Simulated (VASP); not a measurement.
# Si62Ge (a cell with a defect) in VASP: notebook, part 2 of 2

VASP 6.6.1.

### 3 Single point, LDA, collinear spin, zero start

Input file INCAR:

```
SYSTEM = Si62Ge
ALGO = Normal ; EDIFF = 1E-6
ENCUT = 520 ; ISIF = 2
ISMEAR = -1 ; ISPIN = 2
LASPH = .True. ; LCHARG = .False.
LORBIT = 11 ; LREAL = Auto
LWAVE = .False. ; MAGMOM = 0 0 0 0 0 0 0 0 0 0 0 0 0 0 0 0 0 0 0 0 0 0 0 0 0 0 0 0 0 0 0 0 0 0 0 0 0 0 0 0 0 0 0 0 0 0 0 0 0 0 0 0 0 0 0 0 0 0 0 0 0 0 0
NBANDS = 172 ; NELECT = 263.0
NELM = 150 ; PREC = Accurate
SIGMA = 0.05
```

Input file KPOINTS:

```
k-points
0
Gamma
  1 1 1
  0 0 0
```

Input file POSCAR:

```
Si62Ge
1.0
   10.8600000000      0.0000000000      0.0000000000
    0.0000000000     10.8600000000      0.0000000000
    0.0000000000      0.0000000000     10.8600000000
Si Ge
62 1
Direct
    0.4848617864     -0.0151382136     -0.0208256906
    0.8697295580      0.3697295580      0.1203883978
    0.7708256906     -0.0151382136      0.2651382136
    0.8787486188      0.1315354512      0.3746002762
    0.0011599448      0.0030127072     -0.0046679558
    0.1253450276      0.1253037753      0.1246962247
    0.2496319521      0.2504068140     -0.0004068140
    0.3753997238      0.3787486188      0.1184645488
    0.5030127072      0.5011599448     -0.0046679558
    0.6253037753      0.6253450276      0.1246962247
    0.7504068140      0.7496319521     -0.0004068140
    0.8787486188      0.8753997238      0.1184645488
    0.2523088398      0.0008449355      0.2491550645
    0.3744055249      0.1253739411      0.3755944751
    0.4848617864      0.2708256906      0.2651382136
    0.6315354512      0.3787486188      0.3746002762
    0.7546679558      0.5011599448      0.2469872928
    0.8747491713      0.6275506446      0.3750036832
    0.5008449355      0.0008449355      0.4976911602
    0.6253037753      0.1253037753      0.6246549724
    0.7504068140      0.2504068140      0.5003680479
    0.8757477901      0.3757477901      0.6233577348
    0.7546679558      0.0030127072      0.7488400552
    0.8697295580      0.1296116022      0.8802704420
   -0.0026229282      0.4973770718     -0.0026166667
    0.1221319521      0.6221319521      0.1267086556
    0.2473812155      0.7473812155      0.0015939227
    0.3744055249      0.8744055249      0.1246260589
    0.0011599448      0.2546679558      0.2469872928
    0.1275506446      0.3747491713      0.3750036832
    0.2523200737      0.4993972376      0.2517312155
    0.3760026703      0.6275821363      0.3739973297
    0.5008449355      0.7523088398      0.2491550645
    0.6253739411      0.8744055249      0.3755944751
   -0.0006027624     -0.0017312155      0.4976799263
    0.1221319521      0.1232913444      0.6278680479
    0.2473812155      0.2484060773      0.5026187845
    0.3749963168      0.3747491713      0.6224493554
    0.4982687845      0.4993972376      0.4976799263
    0.6232913444      0.6221319521      0.6278680479
    0.7484060773      0.7473812155      0.5026187845
    0.8747491713      0.8749963168      0.6224493554
    0.2523200737     -0.0017312155      0.7506027624
    0.3753997238      0.1315354512      0.8712513812
    0.5030127072      0.2546679558      0.7488400552
    0.6296116022      0.3697295580      0.8802704420
    0.7526166667      0.4973770718      0.7526229282
    0.8757477901      0.6266422652      0.8742522099
   -0.0006027624      0.7523200737      0.2517312155
    0.1275821363      0.8760026703      0.3739973297
    0.0002558011      0.5002558011      0.4978082873
    0.1251668508      0.6251668508      0.6248331492
    0.2502220074      0.7502220074      0.4997779926
    0.3760026703      0.8760026703      0.6224178637
   -0.0026229282      0.2526166667      0.7526229282
    0.1266422652      0.3757477901      0.8742522099
    0.2521917127      0.5002558011      0.7497441989
    0.3749963168      0.6275506446      0.8752508287
    0.4982687845      0.7523200737      0.7506027624
    0.6315354512      0.8753997238      0.8712513812
    0.0002558011      0.7521917127      0.7497441989
    0.1275506446      0.8749963168      0.8752508287
    0.7232726519      0.2232726519      0.0267273481
```

Potentials or basis: VASP PAW LDA potentials, release 64 (Si, Ge_d).

Command:

```console
$ cat potpaw_LDA.64/Si/POTCAR potpaw_LDA.64/Ge_d/POTCAR > POTCAR
$ mpirun -np 1 vasp_gam > vasp.out
```

It took 8.2 min on 1 thread of Intel Xeon Platinum 8488C (Sapphire Rapids), shared host; peak memory 0.88 GiB.

It converged, with:

- Free energy: -358.8082 eV
- Largest force: 0.043 eV/Å
- Net moment: 0.00 μB per cell
- Valence electrons inside the program's atomic spheres: Si 1.68, 1.69, 1.71, 1.72, 1.70 (each value once); Ge 12.35

Forces in eV/Å, atoms in the order of the input:
```
Si  -0.002 -0.002 -0.012
Si   0.003  0.003 -0.002
Si   0.012 -0.002  0.002
Si  -0.012 -0.012 -0.004
Si  -0.003  0.001  0.006
Si   0.011 -0.005  0.005
Si  -0.006  0.006 -0.006
Si   0.004 -0.012  0.012
Si   0.001 -0.003  0.006
Si  -0.005  0.011  0.005
Si   0.006 -0.006 -0.006
Si  -0.012  0.004  0.012
Si  -0.011 -0.002  0.002
Si   0.014  0.010 -0.014
Si  -0.002  0.012  0.002
Si  -0.012 -0.012 -0.004
Si  -0.006 -0.003 -0.001
Si  -0.005 -0.004 -0.005
Si  -0.002 -0.002  0.011
Si  -0.005 -0.005 -0.011
Si   0.006  0.006  0.006
Si   0.019  0.019  0.010
Si  -0.006  0.001  0.003
Si   0.003  0.002 -0.003
Si  -0.010 -0.010  0.010
Si  -0.002 -0.002  0.005
Si  -0.001 -0.001 -0.002
Si   0.014  0.014 -0.010
Si  -0.003 -0.006 -0.001
Si  -0.004 -0.005 -0.005
Si  -0.001  0.003  0.000
Si   0.003  0.006 -0.003
Si  -0.002 -0.011  0.002
Si   0.010  0.014 -0.014
Si   0.003  0.000  0.001
Si  -0.002 -0.005  0.002
Si  -0.001  0.002  0.001
Si   0.005 -0.005  0.004
Si   0.000  0.003  0.001
Si  -0.005 -0.002  0.002
Si   0.002 -0.001  0.001
Si  -0.005  0.005  0.004
Si  -0.001  0.000 -0.003
Si   0.004 -0.012  0.012
Si   0.001 -0.006  0.003
Si   0.002  0.003 -0.003
Si  -0.010 -0.010  0.010
Si   0.019 -0.010 -0.019
Si   0.003 -0.001  0.000
Si   0.006  0.003 -0.003
Si   0.006  0.006 -0.016
Si  -0.025 -0.025  0.025
Si  -0.002 -0.002  0.002
Si   0.003  0.003 -0.006
Si  -0.010 -0.010  0.010
Si  -0.010  0.019 -0.019
Si   0.016  0.006 -0.006
Si   0.005 -0.004  0.005
Si   0.000 -0.001 -0.003
Si  -0.012  0.004  0.012
Si   0.006  0.016 -0.006
Si  -0.004  0.005  0.005
Ge   0.009  0.009 -0.009
```

Levels at points of the mesh, in eV from the Fermi level:
Spin up:
```
           k point  band 129  band 130  band 131  band 132  band 133  band 134
(0.00, 0.00, 0.00)     -0.78     -0.78     -0.19      0.07      0.07      0.15
```
Spin down:
| k point | band 128 | band 129 | band 130 | band 131 | band 132 | band 133 | band 134 | band 135 |
| --- | --- | --- | --- | --- | --- | --- | --- | --- |
| (0.00, 0.00, 0.00) | -0.82 | -0.78 | -0.78 | -0.19 | 0.07 | 0.07 | 0.15 | 0.18 |

Caveat: the k points lie up to 0.58 Å⁻¹ apart; the cell carries a net charge on a neutralising background, which shifts energy and pressure; the cell is charged against a uniform background, so pressure and absolute levels hang on convention.
